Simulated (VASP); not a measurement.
Ag, 2 atoms in the cell. It takes space group I4_1/amd (No. 141, tetragonal). The conventional cell has a = 5.131 Å, b = 5.131 Å, c = 2.701 Å, α = 90.00°, β = 90.00°, γ = 90.00°. Within 3.5 Å of Ag (site symmetry -4m2) lie 10 Ag at 2.65 to 3.27 Å. 

```yaml
Program: VASP 6.6.1
Task: single point
Functional: PBE
Potentials_or_basis: VASP PAW PBE potentials, release 64 (Ag)
Cutoff: 520 eV
k_mesh: 15 × 15 × 15
Occupations: fermi-dirac, width 0.1 eV
Spin: no spin polarisation
Dipole_correction: no
Further_INCAR_settings: ALGO = Normal; EDIFF = 1e-07; NBANDS = 18
```

Potentials or basis: VASP PAW PBE potentials, release 64 (Ag).

The run is started by

```console
$ cat potpaw_PBE.64/Ag/POTCAR > POTCAR
$ mpirun -np 1 vasp_std > vasp.out
```

Hardware: 1 thread of Intel(R) Xeon(R) 6975P-C (Granite Rapids), with other jobs on the host.

Question: Estimate the wall time of this run.

Answer: Wall time 77 s on 1 thread of Intel(R) Xeon(R) 6975P-C (Granite Rapids), on a shared host, peak memory 0.28 GiB. Counts: scf iterations 12, k points 288.
